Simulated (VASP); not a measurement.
A run of VASP 6.6.1:

The input INCAR:

```
PREC     = Accurate       # precision mode
ENCUT    = 520            # plane-wave cutoff, eV
EDIFF    = 1E-6           # SCF threshold, eV
ISMEAR   = 0              # smearing method
SIGMA    = 0.02           # smearing width, eV
LREAL    = Auto         
LASPH    = T              # aspherical terms in the spheres
NELM     = 150            # most SCF steps
ALGO     = Normal         # electronic algorithm
ISIF     = 2              # what is computed and relaxed
LWAVE    = F              # write WAVECAR
LCHARG   = F              # write CHGCAR
ISPIN    = 2              # spin polarisation
MAGMOM   = 0 0 0 0 0 0 0 0 0 0 0 0 0 0 0 0 0 0 0 0 0 0 0 0 0 0 0 0 0 0 0 0 0 0.11 0 0 0 0 0 0 0 0 0 0 0 0 0 0 0 0 0 0 0 0 0 0 0 0 0 0 0 0 0 # initial moments
LORBIT   = 11             # projections on sites
NBANDS   = 168            # bands
LUSENCCL = F
```

The input KPOINTS:

```
Automatic mesh
0
Gamma
  1 1 1
```

POSCAR

```
Si62P
1.0
   10.8600000000      0.0000000000      0.0000000000
    0.0000000000     10.8600000000      0.0000000000
    0.0000000000      0.0000000000     10.8600000000
Si P
62 1
Direct
    0.5087796501      0.0002420810      0.0176845304
    0.7462248619      0.2496843462     -0.0005231123
    0.8715425414      0.3724095764      0.1234185083
    0.8765074586      0.1244068140      0.3743076427
   -0.0006011050      0.0008936464      0.0010116022
    0.1259536832      0.1246295580      0.1252456722
    0.2527938306      0.2488834254      0.0012736648
    0.3874432781      0.3620705341      0.1267104972
    0.5020327808      0.4969511050      0.0011500921
    0.6242461326      0.6244513812      0.1265078269
    0.7500474217      0.7516371087      0.0040413444
    0.8861645488      0.8674973297      0.1233631676
    0.2498781768     -0.0009938306      0.2510662063
    0.3688923573      0.1255325046      0.3808512891
    0.5083730203      0.2311889503      0.2561489871
    0.6251616022      0.3722244936      0.3751582873
    0.7495601289      0.4989627072      0.2502213628
    0.8715883978      0.6289378453      0.3735878453
    0.4945372928      0.0015234807      0.5027489871
    0.6239131676      0.1243711786      0.6259502762
    0.7493790976      0.2467116943      0.4983672192
    0.8781796501      0.3724686004      0.6243315838
    0.7502149171      0.0000300184      0.7503384899
    0.8721877532      0.1253866483      0.8778788214
   -0.0001785451      0.4979858195      0.0006631676
    0.1318773481      0.6181587477      0.1230704420
    0.2475506446      0.7499861878     -0.0043233886
    0.3719074586      0.8727617864      0.1240140884
   -0.0025557090      0.2480331492      0.2477198895
    0.1214597606      0.3775304788      0.3727918048
    0.2586383978      0.4925400552      0.2481168508
    0.3753097606      0.6226242173      0.3781083794
    0.4960244936      0.7496510129      0.2485112339
    0.6126834254      0.8985792818      0.3540530387
   -0.0000932781      0.0013956722      0.4987903315
    0.1270637201      0.1248148250      0.6274760589
    0.2445326888      0.2548735727      0.5007905157
    0.3747397790      0.3744941989      0.6265904236
    0.5012734807      0.4998429098      0.5014918048
    0.6285695212      0.6336101289      0.6169530387
    0.7439746777      0.7678072744      0.4822768877
    0.8717357274      0.8763379374      0.6203250460
    0.2558840700      0.0005196133      0.7532979742
    0.3839318600      0.1242860037      0.8838569982
    0.5009717311      0.2501601289      0.7517932781
    0.6277672192      0.3783604972      0.8713547882
    0.7522905157      0.5049988029      0.7435785451
    0.8767523020      0.6261314917      0.8764064457
    0.0061073665      0.7441283610      0.2488312155
    0.1247005525      0.8740973297      0.3754836096
   -0.0031329650      0.5026046961      0.4986429098
    0.1238662063      0.6243384899      0.6254831492
    0.2492746777      0.7492717311      0.5010377532
    0.3764050645      0.8697678637      0.6290244015
    0.0006640884      0.2476558932      0.7523348987
    0.1262449355      0.3737976059      0.8764332413
    0.2500347145      0.5000816759      0.7506267956
    0.3763067219      0.6228964088      0.8768821363
    0.5037019337      0.7488686004      0.7533741252
    0.6266859116      0.8781778085      0.8803225599
   -0.0030607735      0.7511795580      0.7468279926
    0.1226838858      0.8760591160      0.8720077348
    0.6367604972      0.0737236648      0.1808783610
```

Potentials or basis: VASP PAW LDA potentials, release 64 (Si, P).

Command:

```bash
$ cat potpaw_LDA.64/Si/POTCAR potpaw_LDA.64/P/POTCAR > POTCAR
$ mpirun -np 1 vasp_gam > vasp.out
```

Hardware: 1 × NVIDIA H100 80GB with 1 thread of AMD EPYC 7R13 Processor (Zen 3) (shared host).

Problem. How long does it take, and how much memory?

Solution. It took 68 s on 1 × NVIDIA H100 80GB with 1 thread of AMD EPYC 7R13 Processor (Zen 3), on a shared host, peak memory 1.9 GiB. Counts: scf iterations 15, k points 1.
